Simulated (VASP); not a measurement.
# NdHf (P4/nmm) in VASP: a series of runs, part 2 of 2

VASP 6.6.1.

## Step 4: Single point, PBE (28.93 Å³/atom)

This run uses another cell than the first one, of 28.93 Å³/atom.

Contents of INCAR:

```
PREC = Accurate
ENCUT = 500
EDIFF = 1E-6
ISMEAR = 0
SIGMA = 0.1
LREAL = F
LASPH = T
NELM = 200
ALGO = Normal
ISIF = 2
LWAVE = F
LCHARG = F
GGA = PE
NBANDS = 29
GGA_COMPAT = F
LMAXMIX = 6
```

Contents of KPOINTS:

```
regular mesh
0
Gamma
  10 10 4
```

Contents of POSCAR:

```
NdHf
1.0
    3.3380119064      0.0000000000      0.0000000000
    0.0000000000      3.3380119064      0.0000000000
    0.0000000000      0.0000000000     10.3861545651
Nd Hf
2 2
Direct
    0.0000000000      0.5000000000      0.1522988692
    0.5000000000      0.0000000000      0.8477011308
    0.0000000000      0.5000000000      0.5980539386
    0.5000000000      0.0000000000      0.4019460614
```

Potentials or basis: VASP PAW PBE potentials, release 64 (Nd_3, Hf_pv), 4f in core.

The run is started by

```sh
$ cat potpaw_PBE.64/Nd_3/POTCAR potpaw_PBE.64/Hf_pv/POTCAR > POTCAR
$ mpirun -np 1 vasp_std > vasp.out
```

OUTCAR:

```text
PREC = Accurate
   ENCUT = 500
   EDIFF = 1E-6
   ISMEAR = 0
   LREAL = F
   LASPH = T
   NELM = 200
   ISIF = 2
   GGA = PE

 ion  position               nearest neighbor table
   1  0.000  0.500  0.152-   4 3.51   4 3.51   4 3.51   4 3.51
   2  0.500  0.000  0.848-   3 3.51   3 3.51   3 3.51   3 3.51
   3  0.000  0.500  0.598-   4 3.12   4 3.12   4 3.12   4 3.12   2 3.51   2 3.51   2 3.51   2 3.51

   4  0.500  0.000  0.402-   3 3.12   3 3.12   3 3.12   3 3.12   1 3.51   1 3.51   1 3.51   1 3.51

[... 963 lines left out ...]
     29       6.7798      0.00000

 [... further k-points ...]
[... 5 lines left out ...]
  --------------------------------------------------------------------------------------
  -------------------------------------------------------------------------------------
  Total       -1.0624777     -1.0624777     -0.8520063      0.0000000      0.0000000      0.0000000
  in kB      -14.7095666    -14.7095666    -11.7956760      0.0000000      0.0000000      0.0000000
  external PRESSURE =     -13.7382697 kB  Pullay stress =       0.0000000 kB

 VOLUME and BASIS-vectors are now :
 -----------------------------------------------------------------------------
  energy-cutoff  :      500.00
  volume of cell :      115.73
      direct lattice vectors                 reciprocal lattice vectors
     3.338011906  0.000000000  0.000000000     0.299579519  0.000000000  0.000000000
     0.000000000  3.338011906  0.000000000     0.000000000  0.299579519  0.000000000
     0.000000000  0.000000000 10.386154565     0.000000000  0.000000000  0.096282026

 POSITION                                       TOTAL-FORCE (eV/Angst)
 -----------------------------------------------------------------------------------
      0.00000      1.66901      1.58180         0.000000      0.000000     -0.025901
      1.66901      0.00000      8.80435         0.000000      0.000000      0.025901
      0.00000      1.66901      6.21148        -0.000000      0.000000     -0.071941
      1.66901      0.00000      4.17467         0.000000      0.000000      0.071941
 -----------------------------------------------------------------------------------
    total drift:                                0.000000      0.000000     -0.000000

  FREE ENERGIE OF THE ION-ELECTRON SYSTEM (eV)
  ---------------------------------------------------
  free  energy   TOTEN  =       -28.6932873611 eV

  energy  without entropy=      -28.6596103992  energy(sigma->0) =      -28.67644888
```

Run time: 2.7 min. Hardware: 1 thread of AMD EPYC 7R13 (Zen 3), shared host; peak memory 0.3 GiB.

Results:

```yaml
Free_energy: -28.6933 eV
Pressure: -1.4 GPa
Largest_force: 0.072 eV/Å
Band_gap_on_the_k_mesh: zero (bands 21 and 22 overlap by 1.33 eV)
```

Forces on the atoms (eV/Å):
```
Nd   0.000  0.000 -0.026
Nd   0.000  0.000  0.026
Hf   0.000  0.000 -0.072
Hf   0.000  0.000  0.072
```

Caveat: spin-orbit coupling is left out, which moves the levels of the heavy elements; the 4f electrons are frozen in the core, so they carry no moment and show no levels.

## Step 5: Single point, PBE (29.77 Å³/atom)

This run uses another cell than the first one, of 29.77 Å³/atom.

Contents of INCAR:

```
ALGO = Normal
EDIFF = 1E-6
ENCUT = 500
GGA = PE
GGA_COMPAT = F
ISIF = 2
ISMEAR = 0
LASPH = T
LCHARG = F
LMAXMIX = 6
LREAL = F
LWAVE = F
NBANDS = 29
NELM = 200
PREC = Accurate
SIGMA = 0.1
```

Contents of KPOINTS:

```
k-points
0
Gamma
  10 10 4
```

Contents of POSCAR:

```
NdHf
1.0
    3.3583731888      0.0000000000      0.0000000000
    0.0000000000      3.3583731888      0.0000000000
    0.0000000000      0.0000000000     10.5594494778
Nd Hf
2 2
Direct
    0.0000000000      0.5000000000      0.1549733820
    0.5000000000      0.0000000000      0.8450266180
    0.0000000000      0.5000000000      0.5965959043
    0.5000000000      0.0000000000      0.4034040957
```

The run is started by

```sh
$ cat potpaw_PBE.64/Nd_3/POTCAR potpaw_PBE.64/Hf_pv/POTCAR > POTCAR
$ mpirun -np 1 vasp_std > vasp.out
```

Wall time 3 min (1 thread of AMD EPYC 7R13 (Zen 3), shared host); peak memory 0.3 GiB.

Results (log left out):

| Item | Value |
| --- | --- |
| Free energy | -28.6530 eV |
| Pressure | -2.7 GPa |
| Largest force | 0.079 eV/Å |
| Band gap on the k mesh | zero (bands 21 and 22 overlap by 1.21 eV) |

Forces in eV/Å, atoms in the order of the input:
```
Nd   0.000  0.000 -0.028
Nd   0.000  0.000  0.028
Hf   0.000  0.000 -0.079
Hf   0.000  0.000  0.079
```

Stress tensor (GPa, compression positive):
```
-2.71  0.00  0.00
 0.00 -2.71  0.00
 0.00  0.00 -2.53
```

Levels at points of the mesh, in eV from the Fermi level:
```csv
k point,band 17,band 18,band 19,band 20,band 21,band 22,band 23,band 24,band 25,band 26
"(0.00, 0.00, 0.00)",-2.87,-2.24,-1.68,-0.52,-0.44,0.49,1.05,1.13,1.50,1.50
"(0.50, 0.00, 0.00)",-1.36,-1.36,-0.46,-0.46,0.25,0.25,1.16,1.16,1.21,1.21
"(0.50, 0.50, 0.00)",-1.51,-1.51,-1.47,-1.47,-0.09,-0.09,0.01,0.01,2.44,2.44
"(0.00, 0.00, 0.50)",-2.48,-2.09,-1.65,-0.85,-0.04,0.48,1.01,1.55,1.55,1.60
"(0.50, 0.00, 0.50)",-1.55,-1.55,-0.06,-0.06,0.27,0.27,0.95,0.95,1.18,1.18
"(0.50, 0.50, 0.50)",-1.79,-1.79,-1.26,-1.26,-0.89,-0.89,0.97,0.97,2.44,2.44
```

Caveat: spin-orbit coupling is left out, which moves the levels of the heavy elements; the 4f electrons are frozen in the core, so they carry no moment and show no levels.

## Step 6: Single point, PBE (30.90 Å³/atom)

This run uses another cell than the first one, of 30.90 Å³/atom.

Contents of INCAR:

```
SYSTEM = NdHf
PREC = Accurate
ENCUT = 500
EDIFF = 1E-6
ISMEAR = 0
SIGMA = 0.1
LREAL = .False.
LASPH = .True.
NELM = 200
ALGO = Normal
ISIF = 2
LWAVE = .False.
LCHARG = .False.
GGA = PE
NBANDS = 29
GGA_COMPAT = .False.
LMAXMIX = 6
```

Contents of KPOINTS:

```
Automatic mesh
0
Gamma
  10 10 4
  0 0 0
```

Contents of POSCAR:

```
NdHf
1.0
    3.3880781743      0.0000000000      0.0000000000
    0.0000000000      3.3880781743      0.0000000000
    0.0000000000      0.0000000000     10.7666144148
Nd Hf
2 2
Direct
    0.0000000000      0.5000000000      0.1589426765
    0.5000000000      0.0000000000      0.8410573235
    0.0000000000      0.5000000000      0.5947283218
    0.5000000000      0.0000000000      0.4052716782
```

Potentials or basis: VASP PAW PBE potentials, release 64 (Nd_3, Hf_pv), 4f in core.

The run is started by

```sh
$ cat potpaw_PBE.64/Nd_3/POTCAR potpaw_PBE.64/Hf_pv/POTCAR > POTCAR
$ mpirun -np 1 vasp_std > vasp.out
```

OUTCAR:

```text
SYSTEM = NdHf
   PREC = Accurate
   ENCUT = 500
   EDIFF = 1E-6
   ISMEAR = 0
   LREAL = .False.
   LASPH = .True.
   NELM = 200
   ISIF = 2
   GGA = PE

 ion  position               nearest neighbor table
   1  0.000  0.500  0.159-   4 3.57   4 3.57   4 3.57   4 3.57
   2  0.500  0.000  0.841-   3 3.57   3 3.57   3 3.57   3 3.57
   3  0.000  0.500  0.595-   4 3.15   4 3.15   4 3.15   4 3.15   2 3.57   2 3.57   2 3.57   2 3.57

   4  0.500  0.000  0.405-   3 3.15   3 3.15   3 3.15   3 3.15   1 3.57   1 3.57   1 3.57   1 3.57

  LATTYP: Found a simple tetragonal cell.
 ALAT       =     3.3880781743
 C/A-ratio  =     3.1777939767

  Lattice vectors:

 A1 = (   3.3880781743,   0.0000000000,   0.0000000000)
 A2 = (   0.0000000000,   3.3880781743,   0.0000000000)
 A3 = (   0.0000000000,   0.0000000000,  10.7666144148)

Analysis of symmetry for initial positions (statically):
=====================================================================
 Subroutine PRICEL returns:
 Original cell was already a primitive cell.

 Routine SETGRP: Setting up the symmetry group for a
 simple tetragonal supercell.

 Subroutine GETGRP returns: Found 16 space group operations
 (whereof  8 operations were pure point group operations)
 out of a pool of 16 trial point group operations.

The static configuration has the point symmetry D_2d.
 The point group associated with its full space group is D_4h.

Analysis of symmetry for dynamics (positions and initial velocities):
=====================================================================
 Subroutine PRICEL returns:
 Original cell was already a primitive cell.

 Routine SETGRP: Setting up the symmetry group for a
 simple tetragonal supercell.

 Subroutine GETGRP returns: Found 16 space group operations
 (whereof  8 operations were pure point group operations)
 out of a pool of 16 trial point group operations.

The dynamic configuration has the point symmetry D_2d.
 The point group associated with its full space group is D_4h.

 Subroutine INISYM returns: Found 16 space group operations
 (whereof  8 operations are pure point group operations),
 and found     1 'primitive' translations

[... 115 lines left out ...]
   IALGO  =     38    algorithm
   IMIX   =      4    mixing-type and parameters
     AMIX     =   0.40;   BMIX     =  1.00
     AMIX_MAG =   1.60;   BMIX_MAG =  1.00
  volume/ion in A,a.u.               =      30.90       208.51
  Fermi-wavevector in a.u.,A,eV,Ry     =   1.142429  2.158878 17.757566  1.305144
  Thomas-Fermi vector in A             =   2.279127
   LORBIT       =      0    0 simple, 1 ext, 2 COOP (PROOUT), +10 PAW based schemes
   GGA     = PE    functional components
   LHFCALC =     F    Hartree Fock is set to
   AEXX    =    0.0000 exact exchange contribution
   IVDW    =     0    specifies the selected vdW correction
   LEPSILON=     F    determine dielectric tensor
   LRPA    =     F    only Hartree local field effects (RPA)
 non-spin polarized calculation
 Gauss-broadening in eV      SIGMA  =   0.10
  energy-cutoff  :      500.00
  volume of cell :      123.59
 maximum number of plane-waves:      3168
 NGX is ok and might be reduce to    28
   NGX = 13   NGY = 13   NGZ = 39

 number of electron      42.0000004 magnetization

 Free energy of the ion-electron system (eV)
  ---------------------------------------------------
  ext. energy  EPLUGINS =         0.00000000
  ---------------------------------------------------
  free energy    TOTEN  =       -28.55964848 eV

  energy without entropy =      -28.52691717  energy(sigma->0) =      -28.54328282

 E-fermi :   3.4416     XC(G=0): -10.0009

 val. band max:        3.4298073915   @ k =   0.3000   0.2000   0.2500
 cond. band min:       3.4603644879   @ k =   0.3000   0.2000   0.2500
 fundamental gap:      0.0305570965
 Fermi energy:         3.4415771551

 k-point     1 :       0.0000    0.0000    0.0000
  band No.  band energies     occupation
      1     -34.4376      2.00000
      2     -34.4223      2.00000
      3     -27.5285      2.00000
      4     -27.3768      2.00000
      5     -27.3768      2.00000
      6     -27.2213      2.00000
[... 757 lines left out ...]
     28       5.4428      0.00000
     29       6.1341      0.00000

 [... further k-points ...]
[... 5 lines left out ...]
  --------------------------------------------------------------------------------------
  -------------------------------------------------------------------------------------
  Total       -3.1866209     -3.1866209     -3.0871423      0.0000000      0.0000000      0.0000000
  in kB      -41.3099793    -41.3099793    -40.0203821      0.0000000      0.0000000      0.0000000
  external PRESSURE =     -40.8801136 kB  Pullay stress =       0.0000000 kB

 VOLUME and BASIS-vectors are now :
 -----------------------------------------------------------------------------
  energy-cutoff  :      500.00
  volume of cell :      123.59
      direct lattice vectors                 reciprocal lattice vectors
     3.388078174  0.000000000  0.000000000     0.295152576  0.000000000  0.000000000
     0.000000000  3.388078174  0.000000000     0.000000000  0.295152576  0.000000000
     0.000000000  0.000000000 10.766614415     0.000000000  0.000000000  0.092879708

 POSITION                                       TOTAL-FORCE (eV/Angst)
 -----------------------------------------------------------------------------------
      0.00000      1.69404      1.71127         0.000000      0.000000     -0.025549
      1.69404      0.00000      9.05534        -0.000000      0.000000      0.025549
      0.00000      1.69404      6.40321         0.000000      0.000000     -0.073369
      1.69404      0.00000      4.36340         0.000000      0.000000      0.073369
 -----------------------------------------------------------------------------------
    total drift:                                0.000000      0.000000      0.000000

  FREE ENERGIE OF THE ION-ELECTRON SYSTEM (eV)
  ---------------------------------------------------
  free  energy   TOTEN  =       -28.5596484811 eV

  energy  without entropy=      -28.5269171668  energy(sigma->0) =      -28.54328282
```

stdout:

```text
POSCAR found type information on POSCAR NdHf
 POSCAR found :  2 types and       4 ions
 scaLAPACK will be used
 LDA part: xc-table for (Slater+PW92), standard interpolation
 POSCAR, INCAR and KPOINTS ok, starting setup
 FFT: planning ... GRIDC
 FFT: planning ... GRID_SOFT
 FFT: planning ... GRID
 WAVECAR not read
 entering main loop
```

Run time: 3.5 min. Hardware: 1 thread of AMD EPYC 7R13 (Zen 3), shared host; peak memory 0.33 GiB.

What came out:

```yaml
Free_energy: -28.5596 eV
Pressure: -4.1 GPa
Largest_force: 0.073 eV/Å
Band_gap_on_the_k_mesh: zero (bands 21 and 22 overlap by 1.11 eV)
```

Forces on the atoms (eV/Å):
```
Nd   0.000  0.000 -0.026
Nd   0.000  0.000  0.026
Hf   0.000  0.000 -0.073
Hf   0.000  0.000  0.073
```

Caveat: the cell stands under tension; spin-orbit coupling is left out, which moves the levels of the heavy elements; the 4f electrons are frozen in the core, so they carry no moment and show no levels. Spin polarisation is off, so any magnetic state and its effect on volume and gap are missing.

## Step 7: Overview

```tsv
cell	gap on the mesh (eV)	pressure (GPa)	largest force (eV/Å)
a = 3.312, b = 3.312, c = 10.246 Å, 4 atoms, atomic positions A	none	0.1	0.08
a = 3.311, b = 3.311, c = 10.246 Å, 4 atoms, atomic positions A	none	0.1	0.09
a = 3.338, b = 3.338, c = 10.386 Å, 4 atoms, atomic positions B	none	-1.4	0.07
a = 3.358, b = 3.358, c = 10.559 Å, 4 atoms, atomic positions C	none	-2.7	0.08
a = 3.388, b = 3.388, c = 10.767 Å, 4 atoms, atomic positions D	none	-4.1	0.07
```

Alike in all rows: task single point; level PBE; potentials or basis VASP PAW PBE potentials, release 64 (Nd_3, Hf_pv), 4f in core; no spin polarisation; k mesh 10 × 10 × 4; cutoff (eV) 500; smearing gaussian 0.1 eV.

Caveats: spin-orbit coupling is left out, which moves the levels of the heavy elements; the 4f electrons are frozen in the core, so they carry no moment and show no levels; the cell stands under tension (at least some runs).

Total energies depend on the potentials used, so only differences within one code and one set of settings carry meaning.

The gap in the log of VASP goes by the Fermi energy; the results here count the filled bands.